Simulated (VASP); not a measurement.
Mg: single point with BLYP

Mg:

```
Mg
1.0
    -1.71490    1.81369    1.81583
     1.71512   -1.77249    1.77485
     1.73110    1.78869   -1.77463
Mg
1
Direct
  0.00562 0.98812 0.96466
```

This cell differs from its parent crystal: the cell strained at random.

```json
{
  "Program": "VASP 6.6.1",
  "Task": "single point",
  "Functional": "BLYP",
  "Potentials or basis": "VASP PAW PBE potentials, release 64 (Mg)",
  "Cutoff": "520 eV",
  "k mesh": "11 × 11 × 11",
  "Occupations": "fermi-dirac, width 0.1 eV",
  "Spin": "collinear spin",
  "Starting moments": "[1.0] μB",
  "Fixed moment": "1 μB",
  "Dipole correction": "no",
  "k mesh for the DOS": "17 × 17 × 17",
  "Occupations for the DOS": "tetrahedron",
  "Further INCAR settings": "ALGO = Normal; EDIFF = 1e-07; NBANDS = 11"
}
```

```
Net moment                                            : 1.00 μB per cell
Site moments                                          : Mg +0.17 μB
Valence electrons inside the program's atomic spheres : Mg 0.37
```

Run time: 3.7 min on 1 thread of Intel(R) Xeon(R) 6975P-C (Granite Rapids) (shared host), peak memory 0.87 GiB.

Caveat: the cell differs from its parent crystal (the cell strained at random); the total moment is fixed, so each spin has its own Fermi level.
